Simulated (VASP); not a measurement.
A run of VASP 6.6.1 is set up as follows.

The input INCAR:

```
SYSTEM = Li
PREC     = Accurate       ! precision mode
ENCUT    = 520            ! plane-wave cutoff, eV
EDIFF    = 1E-6           ! SCF threshold, eV
ISMEAR   = 0              ! smearing method
SIGMA    = 0.1            ! smearing width, eV
LREAL    = .False.        ! projectors in reciprocal space
LASPH    = .True.         ! aspherical terms in the spheres
NELM     = 100            ! most SCF steps
ALGO     = Normal         ! electronic algorithm
ISIF     = 2              ! what is computed and relaxed
LWAVE    = .False.        ! write WAVECAR
LCHARG   = .False.        ! write CHGCAR
GGA      = PS             ! functional
NBANDS   = 8              ! bands
ISYM     = 0
```

The input KPOINTS:

```
regular mesh
0
Gamma
  12 12 14
  0 0 0
```

File POSCAR:

```
Li
1.0
    3.0534023709      0.0000000000      0.0000000000
   -1.5267011854      2.6443240212      0.0000000000
    1.5267011854      0.8814413404      2.4930925960
Li
1
Direct
    0.0000000000      0.0000000000      0.0000000000
```

Potentials or basis: VASP PAW PBE potentials, release 64 (Li_sv).

Command:

```bash
$ cat potpaw_PBE.64/Li_sv/POTCAR > POTCAR
$ mpirun -np 1 vasp_std > vasp.out
```

Problem. What does it give for the band gap on the k mesh?

Solution. Zero (an odd number of electrons rules out a gap without spin polarisation).
